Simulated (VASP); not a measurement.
# Al3BP4 (P-43m) in VASP: notebook

Al3BP4 is run at these levels: PBE; tasks: single point, relaxation of cell and atoms.

Program: VASP 6.6.1. These are calculated values, not measurements. Logs are shortened: lines on timing, memory, paths and dates and some standing lists are left out, and cuts for length are marked.

## Step 1: The cell of the first run

Symmetry: P-43m, No. 215, cubic system. The conventional cell has a = 5.126 Å, b = 5.126 Å, c = 5.126 Å, α = 90.00°, β = 90.00°, γ = 90.00°. Within 2.9 Å of Al (site symmetry -42m) lie 4 P at 2.22 Å. Within 2.9 Å of B (site symmetry -43m) lie 4 P at 2.22 Å. Within 2.9 Å of P (site symmetry 3m) lie 3 Al at 2.22 Å and 1 B at 2.22 Å.

## Step 2: Single point, PBE

Contents of INCAR:

```
PREC = Accurate
ENCUT = 520
EDIFF = 1E-6
ISMEAR = 0
SIGMA = 0.1
LREAL = F
LASPH = T
NELM = 80
ALGO = Normal
ISIF = 2
LWAVE = F
LCHARG = F
GGA = PE
NBANDS = 26
```

Contents of KPOINTS:

```
regular mesh
0
Gamma
  4 4 4
```

Contents of POSCAR:

```
Al3BP4
1.0
    5.1262531100      0.0000000000      0.0000000000
    0.0000000000      5.1262531100      0.0000000000
    0.0000000000      0.0000000000      5.1262531100
Al B P
3 1 4
Direct
    0.5000000000      0.0000000000      0.5000000000
    0.5000000000      0.5000000000      0.0000000000
    0.0000000000      0.5000000000      0.5000000000
    0.0000000000      0.0000000000      0.0000000000
    0.2500000000      0.7500000000      0.7500000000
    0.2500000000      0.2500000000      0.2500000000
    0.7500000000      0.7500000000      0.2500000000
    0.7500000000      0.2500000000      0.7500000000
```

Potentials or basis: VASP PAW PBE potentials, release 64 (Al, B, P).

Run with:

```bash
$ cat potpaw_PBE.64/Al/POTCAR potpaw_PBE.64/B/POTCAR potpaw_PBE.64/P/POTCAR > POTCAR
$ mpirun -np 1 vasp_std > vasp.out
```

OUTCAR:

```text
PREC = Accurate
   ENCUT = 520
   EDIFF = 1E-6
   ISMEAR = 0
   LREAL = F
   LASPH = T
   NELM = 80
   ISIF = 2
   GGA = PE

 ion  position               nearest neighbor table
   1  0.500  0.000  0.500-   5 2.22   6 2.22   7 2.22   8 2.22
   2  0.500  0.500  0.000-   5 2.22   6 2.22   7 2.22   8 2.22
   3  0.000  0.500  0.500-   5 2.22   6 2.22   7 2.22   8 2.22
   4  0.000  0.000  0.000-   5 2.22   6 2.22   7 2.22   8 2.22
   5  0.250  0.750  0.750-   1 2.22   2 2.22   3 2.22   4 2.22
   6  0.250  0.250  0.250-   1 2.22   2 2.22   3 2.22   4 2.22
   7  0.750  0.750  0.250-   1 2.22   2 2.22   3 2.22   4 2.22
   8  0.750  0.250  0.750-   1 2.22   2 2.22   3 2.22   4 2.22

  LATTYP: Found a simple cubic cell.
 ALAT       =     5.1262531100

  Lattice vectors:

 A1 = (   5.1262531100,   0.0000000000,   0.0000000000)
 A2 = (   0.0000000000,   5.1262531100,   0.0000000000)
 A3 = (   0.0000000000,   0.0000000000,   5.1262531100)

Analysis of symmetry for initial positions (statically):
=====================================================================
 Subroutine PRICEL returns:
 Original cell was already a primitive cell.

 Routine SETGRP: Setting up the symmetry group for a
 simple cubic supercell.

 Subroutine GETGRP returns: Found 24 space group operations
 (whereof 24 operations were pure point group operations)
 out of a pool of 48 trial point group operations.

The static configuration has the point symmetry T_d .

Analysis of symmetry for dynamics (positions and initial velocities):
=====================================================================
 Subroutine PRICEL returns:
 Original cell was already a primitive cell.

 Routine SETGRP: Setting up the symmetry group for a
 simple cubic supercell.

 Subroutine GETGRP returns: Found 24 space group operations
 (whereof 24 operations were pure point group operations)
 out of a pool of 48 trial point group operations.

The dynamic configuration has the point symmetry T_d .

 Subroutine INISYM returns: Found 24 space group operations
 (whereof 24 operations are pure point group operations),
 and found     1 'primitive' translations

----------------------------------------------------------------------------------------

                                     Primitive cell

  volume of cell :     134.7101

  direct lattice vectors                    reciprocal lattice vectors
     5.126253110  0.000000000  0.000000000     0.195074254  0.000000000  0.000000000
     0.000000000  5.126253110  0.000000000     0.000000000  0.195074254  0.000000000
     0.000000000  0.000000000  5.126253110     0.000000000  0.000000000  0.195074254

  length of vectors
     5.126253110  5.126253110  5.126253110     0.195074254  0.195074254  0.195074254

  position of ions in fractional coordinates (direct lattice)
     0.500000000  0.000000000  0.500000000
     0.500000000  0.500000000  0.000000000
     0.000000000  0.500000000  0.500000000
     0.000000000  0.000000000  0.000000000
     0.250000000  0.750000000  0.750000000
     0.250000000  0.250000000  0.250000000
     0.750000000  0.750000000  0.250000000
     0.750000000  0.250000000  0.750000000

  ion indices of the primitive-cell ions
   primitive index   ion index
                 1           1
                 2           2
                 3           3
                 4           4
                 5           5
                 6           6
                 7           7
                 8           8

----------------------------------------------------------------------------------------

 KPOINTS: regular mesh

Automatic generation of k-mesh.
 Grid dimensions read from file:
 generate k-points for:    4    4    4

 Generating k-lattice:

  Cartesian coordinates                     Fractional coordinates (reciprocal lattice)
     0.048768563  0.000000000  0.000000000     0.250000000  0.000000000  0.000000000
     0.000000000  0.048768563  0.000000000     0.000000000  0.250000000  0.000000000
     0.000000000  0.000000000  0.048768563     0.000000000  0.000000000  0.250000000

  Length of vectors
     0.048768563  0.048768563  0.048768563

  Shift w.r.t. Gamma in fractional coordinates (k-lattice)
     0.000000000  0.000000000  0.000000000

 Subroutine IBZKPT returns following result:
 ===========================================

 Found     10 irreducible k-points:

 Following reciprocal coordinates:
            Coordinates               Weight
  0.000000  0.000000  0.000000      1.000000
  0.250000  0.000000  0.000000      6.000000
  0.500000  0.000000  0.000000      3.000000
  0.250000  0.250000  0.000000     12.000000
  0.500000  0.250000  0.000000     12.000000
  0.500000  0.500000  0.000000      3.000000
  0.250000  0.250000  0.250000      8.000000
  0.500000  0.250000  0.250000     12.000000
  0.500000  0.500000  0.250000      6.000000
  0.500000  0.500000  0.500000      1.000000
   k-points           NKPTS =     10   k-points in BZ     NKDIM =     10   number of bands    NBANDS=     26
   number of dos      NEDOS =    301   number of ions     NIONS =      8
   total plane-waves  NPLWV =  64000
   dimension x,y,z NGX =    40 NGY =   40 NGZ =   40
   dimension x,y,z NGXF=    80 NGYF=   80 NGZF=   80
   ions per type =               3   1   4
   NGX,Y,Z   is equivalent  to a cutoff of  12.97, 12.97, 12.97 a.u.
   NGXF,Y,Z  is equivalent  to a cutoff of  25.94, 25.94, 25.94 a.u.
 SYSTEM =  unknown system
   PREC   = accura    normal or accurate (medium, high low for compatibility)
   ISTART =      0    job   : 0-new  1-cont  2-samecut
   ICHARG =      2    charge: 1-file 2-atom 10-const
   ISPIN  =      1    spin polarized calculation?
   LNONCOLLINEAR =      F non collinear calculations
   LSORBIT =      F    spin-orbit coupling
   LASPH  =      T    aspherical Exc in radial PAW
   ENCUT  =  520.0 eV  38.22 Ry    6.18 a.u.   9.53  9.53  9.53*2*pi/ulx,y,z
   NELM   =     80;   NELMIN=  2; NELMDL= -5     # of ELM steps
   EDIFF  = 0.1E-05   stopping-criterion for ELM
   LREAL  =      F    real-space projection
   EDIFFG = 0.1E-04   stopping-criterion for IOM
   NSW    =      0    number of steps for IOM
   IBRION =     -1    ionic relax: 0-MD 1-quasi-New 2-CG
   NFREE  =      0    steps in history (QN), initial steepest desc. (CG)
   ISIF   =      2    stress and relaxation
   ISYM   =      2    0-nonsym 1-usesym 2-fastsym
   POTIM  = 0.5000    time-step for ionic-motion
   TEBEG  =    0.0;   TEEND  =   0.0 temperature during run
   PSTRESS=    0.0 pullay stress
   NELECT =      32.0000    total number of electrons
   NUPDOWN=      -1.0000    fix difference up-down
   EMIN   =  10.00;   EMAX   =-10.00  energy-range for DOS
   EFERMI =   0.00;   METHOD = LEGACY
   ISMEAR =     0;   SIGMA  =   0.10  broadening in eV -4-tet -1-fermi 0-gaus
   EFERMI_NEDOS =   21; number of points for ismear=-14 and -15
   IALGO  =     38    algorithm
   IMIX   =      4    mixing-type and parameters
     AMIX     =   0.40;   BMIX     =  1.00
     AMIX_MAG =   1.60;   BMIX_MAG =  1.00
  volume/ion in A,a.u.               =      16.84       113.63
  Fermi-wavevector in a.u.,A,eV,Ry     =   1.013891  1.915977 13.986460  1.027976
  Thomas-Fermi vector in A             =   2.147087
   LORBIT       =      0    0 simple, 1 ext, 2 COOP (PROOUT), +10 PAW based schemes
   GGA     = PE    functional components
   LHFCALC =     F    Hartree Fock is set to
   AEXX    =    0.0000 exact exchange contribution
   IVDW    =     0    specifies the selected vdW correction
   LEPSILON=     F    determine dielectric tensor
   LRPA    =     F    only Hartree local field effects (RPA)
 non-spin polarized calculation
 Gauss-broadening in eV      SIGMA  =   0.10
  energy-cutoff  :      520.00
  volume of cell :      134.71
 maximum number of plane-waves:      3695
 NGX is ok and might be reduce to    40
   NGX = 19   NGY = 19   NGZ = 19

 number of electron      32.0000000 magnetization

 Free energy of the ion-electron system (eV)
  ---------------------------------------------------
  ext. energy  EPLUGINS =         0.00000000
  ---------------------------------------------------
  free energy    TOTEN  =       -40.87983579 eV

  energy without entropy =      -40.87983579  energy(sigma->0) =      -40.87983579

 E-fermi :   6.2158     XC(G=0):  -9.8279

 val. band max:        5.7512721604   @ k =   0.0000   0.0000   0.0000
 cond. band min:       6.6770786112   @ k =   0.0000   0.0000   0.0000
 fundamental gap:      0.9258064508
 Fermi energy:         6.2158326410

 k-point     1 :       0.0000    0.0000    0.0000
  band No.  band energies     occupation
      1      -6.9019      2.00000
      2      -3.8306      2.00000
      3      -3.8306      2.00000
      4      -3.8306      2.00000
      5      -0.9996      2.00000
      6      -0.1862      2.00000
[... 18 lines left out ...]
     25       9.8035      0.00000
     26      10.6258      0.00000

 k-point     2 :       0.2500    0.0000    0.0000
  band No.  band energies     occupation
      1      -6.6229      2.00000
      2      -4.6397      2.00000
      3      -3.7879      2.00000
      4      -3.7879      2.00000
      5      -0.6627      2.00000
      6       0.0241      2.00000
[... 18 lines left out ...]
     25      10.6913      0.00000
     26      11.5631      0.00000

 k-point     3 :       0.5000    0.0000    0.0000
  band No.  band energies     occupation
      1      -5.8316      2.00000
      2      -5.8037      2.00000
      3      -3.7435      2.00000
      4      -3.7435      2.00000
      5      -0.3863      2.00000
      6       0.3296      2.00000
[... 18 lines left out ...]
     25      11.4251      0.00000
     26      12.1830      0.00000

 k-point     4 :       0.2500    0.2500    0.0000
  band No.  band energies     occupation
      1      -6.3529      2.00000
      2      -4.5112      2.00000
      3      -4.4617      2.00000
      4      -3.8634      2.00000
      5      -0.3691      2.00000
      6       0.4783      2.00000
[... 18 lines left out ...]
     25      11.1704      0.00000
     26      12.4916      0.00000

 k-point     5 :       0.5000    0.2500    0.0000
  band No.  band energies     occupation
      1      -5.5918      2.00000
      2      -5.5706      2.00000
      3      -4.1395      2.00000
      4      -4.1347      2.00000
      5      -0.1961      2.00000
      6       0.4172      2.00000
[... 18 lines left out ...]
     25      11.7050      0.00000
     26      12.1358      0.00000

 k-point     6 :       0.5000    0.5000    0.0000
  band No.  band energies     occupation
      1      -4.9705      2.00000
      2      -4.9603      2.00000
      3      -4.9037      2.00000
      4      -4.9037      2.00000
      5       0.1825      2.00000
      6       0.9523      2.00000
[... 18 lines left out ...]
     25      12.4065      0.00000
     26      12.5964      0.00000

 k-point     7 :       0.2500    0.2500    0.2500
  band No.  band energies     occupation
      1      -6.0952      2.00000
      2      -4.4505      2.00000
      3      -4.3818      2.00000
      4      -4.3818      2.00000
      5      -0.3975      2.00000
      6       0.2699      2.00000
[... 18 lines left out ...]
     25      11.6307      0.00000
     26      12.1189      0.00000

 k-point     8 :       0.5000    0.2500    0.2500
  band No.  band energies     occupation
      1      -5.3828      2.00000
      2      -5.3611      2.00000
      3      -4.3346      2.00000
      4      -4.2945      2.00000
      5      -0.6112      2.00000
      6      -0.1387      2.00000
[... 18 lines left out ...]
     25      11.2020      0.00000
     26      12.2765      0.00000

 k-point     9 :       0.5000    0.5000    0.2500
  band No.  band energies     occupation
      1      -4.9020      2.00000
      2      -4.8336      2.00000
      3      -4.8084      2.00000
      4      -4.8084      2.00000
      5      -0.6551      2.00000
      6      -0.0388      2.00000
[... 18 lines left out ...]
     25      11.0173      0.00000
     26      11.0980      0.00000

 k-point    10 :       0.5000    0.5000    0.5000
  band No.  band energies     occupation
      1      -4.8132      2.00000
      2      -4.7022      2.00000
      3      -4.7022      2.00000
      4      -4.7022      2.00000
      5      -1.2129      2.00000
      6      -0.6144      2.00000
[... 18 lines left out ...]
     25      10.6508      0.00000
     26      10.6508      0.00000

------------------------ aborting loop because EDIFF is reached ----------------------------------------

  FORCE on cell =-STRESS in cart. coord.  units (eV):
  Direction    XX          YY          ZZ          XY          YZ          ZX
  --------------------------------------------------------------------------------------
  -------------------------------------------------------------------------------------
  Total       11.9019296     11.9019296     11.9019296     -0.0000000     -0.0000000      0.0000000
  in kB      141.5558496    141.5558496    141.5558496     -0.0000000     -0.0000000      0.0000000
  external PRESSURE =     141.5558496 kB  Pullay stress =       0.0000000 kB

 VOLUME and BASIS-vectors are now :
 -----------------------------------------------------------------------------
  energy-cutoff  :      520.00
  volume of cell :      134.71
      direct lattice vectors                 reciprocal lattice vectors
     5.126253110  0.000000000  0.000000000     0.195074254  0.000000000  0.000000000
     0.000000000  5.126253110  0.000000000     0.000000000  0.195074254  0.000000000
     0.000000000  0.000000000  5.126253110     0.000000000  0.000000000  0.195074254

 POSITION                                       TOTAL-FORCE (eV/Angst)
 -----------------------------------------------------------------------------------
      2.56313      0.00000      2.56313         0.000000      0.000000     -0.000000
      2.56313      2.56313      0.00000         0.000000      0.000000     -0.000000
      0.00000      2.56313      2.56313         0.000000      0.000000     -0.000000
      0.00000      0.00000      0.00000         0.000000     -0.000000     -0.000000
      1.28156      3.84469      3.84469        -1.853459      1.853459      1.853459
      1.28156      1.28156      1.28156        -1.853459     -1.853459     -1.853459
      3.84469      3.84469      1.28156         1.853459      1.853459     -1.853459
      3.84469      1.28156      3.84469         1.853459     -1.853459      1.853459
 -----------------------------------------------------------------------------------
    total drift:                                0.000000     -0.000000     -0.000000

  FREE ENERGIE OF THE ION-ELECTRON SYSTEM (eV)
  ---------------------------------------------------
  free  energy   TOTEN  =       -40.8798357874 eV

  energy  without entropy=      -40.8798357874  energy(sigma->0) =      -40.87983579
```

Wall time 53 s (1 thread of Intel Xeon 8259CL, shared host); peak memory 0.24 GiB.

Results:

```yaml
Free_energy: -40.8798 eV
Pressure: 14.2 GPa
Band_gap_on_the_k_mesh: 0.93 eV
```

Levels at points of the mesh, in eV from the valence-band top:
| k point | band 13 | band 14 | band 15 | band 16 | band 17 | band 18 | band 19 | band 20 |
| --- | --- | --- | --- | --- | --- | --- | --- | --- |
| (0.00, 0.00, 0.00) | -2.47 | 0.00 | 0.00 | 0.00 | 0.93 | 1.51 | 1.51 | 1.51 |
| (0.50, 0.00, 0.00) | -1.74 | -1.74 | -1.47 | -1.47 | 2.29 | 2.35 | 4.03 | 4.31 |
| (0.50, 0.50, 0.00) | -1.16 | -1.16 | -1.01 | -0.84 | 3.18 | 3.36 | 3.84 | 3.84 |
| (0.50, 0.50, 0.50) | -0.85 | -0.85 | -0.82 | -0.82 | 1.42 | 3.77 | 3.77 | 3.77 |

Caveat: the cell stands under pressure.

(Continued in part 2 of 2.)
